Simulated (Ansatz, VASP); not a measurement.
**Two plane-wave programs on MgS**

```xyz
2
Lattice="0.0000 2.6015 2.6098 2.6015 0.0000 2.6098 2.6015 2.6015 0.0000" Properties=species:S:1:pos:R:3 pbc="T T T"
Mg    0.0000    0.0000    0.0000
S     2.6015    2.6015    2.6098
```

Change from the starting cell: uniaxial_z strain +0.3%.

Alike in both runs: task single point; functional HSE06; k mesh 6 × 6 × 6; no spin polarisation.

|  | VASP | Ansatz |
| --- | --- | --- |
| version | VASP 6.6.1 | Ansatz 0.2.0 |
| potentials or method | VASP PAW PBE potentials, release 64 (Mg, S) | plane waves, PAW |
| plane-wave cutoff (eV) | 520 | 420 |
| occupations | gaussian, width 0.01 eV | fixed |
| valence electrons in the cell | 8 | 16 |

|  | VASP | Ansatz | Ansatz less VASP |
| --- | --- | --- | --- |
| gap on the k mesh at the Fermi level (eV) | 3.73 | 3.78 | +0.053 |
| pressure (GPa) | -1.0 | -0.6 | +0.32 |
| traceless stress, the component that is largest in VASP (GPa) | -0.21 | -0.21 | -0.002 |

VASP's potentials hold 8 valence electrons a cell and Ansatz's 16, so a difference there can come from the potentials and not from the codes. Ansatz's warnings: stress exchange threshold loose, stress scf threshold loose.
